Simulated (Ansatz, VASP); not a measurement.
# Two plane-wave programs on Mg3Be

```
Mg Be
1.0
    -2.24476    2.24476    3.70204
     2.24476   -2.24476    3.70204
     2.24476    2.24476   -3.70204
Mg Be
3 1
Direct
  0.75000 0.25000 0.50000
  0.25000 0.75000 0.50000
  0.00000 0.00000 0.00000
  0.50000 0.50000 0.00000
```

Change from the starting cell: the structure that the rattled cell fell into.

Alike in both runs: task relaxation of cell and atoms; functional PBE; k mesh 14 × 14 × 14; occupations gaussian, width 0.1 eV; no spin polarisation.

```csv
,VASP,Ansatz
version,VASP 6.6.1,Ansatz 0.2.0
potentials or method,"VASP PAW PBE potentials, release 64 (Mg, Be), cutoff 600 eV","scalar-relativistic, plane waves, PAW"
valence electrons in the cell,8,32
```

Ansatz gave:

- gap on the k mesh at the Fermi level, each at its own relaxed structure (eV): none
- relaxed volume (Å³/atom): 18.62
- relaxed length of the cell vector where the two differ most in proportion (Å): 4.846

Task: Which values does VASP return?

Result: gap on the k mesh at the Fermi level, each at its own relaxed structure (eV): none; relaxed volume (Å³/atom): 18.57; relaxed length of the cell vector where the two differ most in proportion (Å): 4.843.

A gap of «none» marks a metal or a gap that the smearing closes. VASP's potentials hold 8 valence electrons a cell and Ansatz's 32, so a difference there can come from the potentials and not from the codes.
